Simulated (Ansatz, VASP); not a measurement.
Two plane-wave programs on ZnIr2

```xyz
6
Lattice="0.0000 3.6230 3.6230 3.6230 0.0000 3.6230 3.6230 3.6230 0.0000" Properties=species:S:1:pos:R:3 pbc="T T T"
Zn    3.6230    3.6230    3.6230
Zn    5.4345    5.4345    5.4345
Ir    0.9057    0.9057    0.9057
Ir    0.9057    2.7172    2.7172
Ir    2.7172    2.7172    0.9057
Ir    2.7172    0.9057    2.7172
```

Alike in both runs: functional r2SCAN; k mesh 10 × 10 × 10; occupations gaussian, width 0.1 eV; no spin polarisation.

Ansatz relaxed the structure, and its values are those at the end. VASP's run is a single point on that final structure, the one shown.

```csv
,VASP,Ansatz
version,VASP 6.6.1,Ansatz 0.2.0
potentials or method,"VASP PAW PBE potentials, release 64 (Zn, Ir), cutoff 520 eV","scalar-relativistic, plane waves, PAW"
valence electrons in the cell,60,92
```

```tsv
	VASP	Ansatz	Ansatz less VASP
gap on the k mesh at the Fermi level (eV)	none	none	-
pressure (GPa)	1.4	0.0	-1.43
```

VASP's potentials were made for PBE, not for r2SCAN. A gap of «none» marks a metal or a gap that the smearing closes. The functional is the same, so the differences come from potentials, cutoffs and numerics. VASP's potentials hold 60 valence electrons a cell and Ansatz's 92, so a difference there can come from the potentials and not from the codes.

Spin-orbit coupling is off throughout.
